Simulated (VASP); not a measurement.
Input of a VASP 6.6.1 run:

File INCAR:

```
SYSTEM = Au
PREC = Accurate
ENCUT = 520
EDIFF = 1E-6
ISMEAR = -1
SIGMA = 0.05
LREAL = .False.
LASPH = .True.
NELM = 100
ALGO = Normal
ISIF = 2
LWAVE = .False.
LCHARG = .False.
GGA = PS
NBANDS = 18
```

Contents of KPOINTS:

```
regular mesh
0
Gamma
  8 8 5
  0 0 0
```

File POSCAR:

```
Au
1.0
    2.8154890579      0.0000000000      0.0000000000
   -0.0129553469      2.8201795887      0.0000000000
   -1.1378916452     -1.1854109603      4.9240140333
Au
2
Direct
    0.6728620000      0.6659620000      0.2740550000
    0.3271380000      0.3340380000      0.7259450000
```

Potentials or basis: VASP PAW PBE potentials, release 64 (Au).

Launch:

```bash
$ cat potpaw_PBE.64/Au/POTCAR > POTCAR
$ mpirun -np 1 vasp_std > vasp.out
```

Problem. What does it give for the band gap on the k mesh?

Solution. Zero (bands 11 and 12 overlap by 4.96 eV).

Problem. Estimate the largest force.

Solution. 0.147 eV/Å.

Problem. Predict the pressure.

Solution. -8.4 GPa.

Stress tensor (GPa, compression positive):
```
-9.14 -0.11  0.73
-0.11 -9.26  0.47
 0.73  0.47 -6.69
```

Caveat: the cell stands under tension; the PAW data sets were made with another functional, which shifts forces and pressure a little; spin-orbit coupling is left out, which moves the levels of the heavy elements.
